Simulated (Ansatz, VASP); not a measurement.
Two plane-wave programs on Cd

```
CELL_PARAMETERS angstrom
2.96430 0.00000 0.00000
-1.48215 2.56716 0.00000
0.00000 0.00000 5.51739
ATOMIC_POSITIONS crystal
Cd 0.33333 0.66667 0.25000
Cd 0.66667 0.33333 0.75000
```

Alike in both runs: functional PBEsol; k mesh 18 × 18 × 8; occupations fermi-dirac, width 0.15 eV; no spin polarisation.

Ansatz relaxed the structure, and its values are those at the end. VASP's run is a single point on that final structure, the one shown.

```csv
,VASP,Ansatz
version,VASP 6.6.1,Ansatz 0.2.0
potentials or method,"VASP PAW PBE potentials, release 64 (Cd), cutoff 520 eV","scalar-relativistic, plane waves, PAW"
valence electrons in the cell,24,40
```

Ansatz gave:

```
gap on the k mesh at the Fermi level (eV) : none
pressure (GPa)                            : 0.0
```

**Question.** Which values does VASP return?

**Answer.** gap on the k mesh at the Fermi level (eV): none; pressure (GPa): 0.4.

VASP's potentials were made for PBE, not for PBEsol. A gap of «none» marks a metal or a gap that the smearing closes. VASP's potentials hold 24 valence electrons a cell and Ansatz's 40, so a difference there can come from the potentials and not from the codes.
